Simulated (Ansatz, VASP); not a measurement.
# One calculation of Ir, two programs

The input INCAR:

```
PREC = Accurate ; ENCUT = 520
EDIFF = 1E-7 ; ISMEAR = 0
SIGMA = 0.1 ; LREAL = F
LASPH = T ; NELM = 100
ALGO = Fast ; ISIF = 2
LWAVE = F ; LCHARG = F
GGA = PE ; NBANDS = 10
```

File KPOINTS:

```
regular mesh
0
Gamma
  16 16 16
```

Contents of POSCAR:

```
Ir
1.0
    0.0000000000      1.9578060450      1.9290105450
    1.9290105450      0.0000000000      1.9290105450
    1.9290105450      1.9578060450      0.0000000000
Ir
1
Direct
    0.0000000000      0.0000000000      0.0000000000
```

Input for Ansatz:

```yaml
crystal:
  lattice:
    - [0.0, 1.957806045, 1.929010545]
    - [1.929010545, 0.0, 1.929010545]
    - [1.929010545, 1.957806045, 0.0]
  atoms:
    - { symbol: Ir, position: [0.0, 0.0, 0.0] }
basis:
  ecutwfc: 420
kpoints:
  mp_grid: { grid: [16, 16, 16] }
hamiltonian:
  xc: pbe
scf:
  occupations: { method: gaussian, width: 0.1 }
output:
  forces: true
  stress: true
  eigenvalues: true
  populations: true
```

Alike in both runs: task single point; functional PBE; k mesh 16 × 16 × 16; occupations gaussian, width 0.1 eV; no spin polarisation.

```csv
,VASP,Ansatz
version,VASP 6.6.1,Ansatz 0.2.0
potentials or method,"VASP PAW PBE potentials, release 64 (Ir), cutoff 520 eV","scalar-relativistic, plane waves, PAW"
valence electrons in the cell,9,17
```

|  | VASP | Ansatz | Ansatz less VASP |
| --- | --- | --- | --- |
| gap on the k mesh at the Fermi level (eV) | none | none | - |
| pressure (GPa) | -1.0 | -1.4 | -0.44 |
| traceless stress, the component that is largest in VASP (GPa) | -3.39 | -3.39 | -0.009 |

A gap of «none» marks a metal or a gap that the smearing closes. VASP's potentials hold 9 valence electrons a cell and Ansatz's 17, so a difference there can come from the potentials and not from the codes.

Spin-orbit coupling is off throughout.
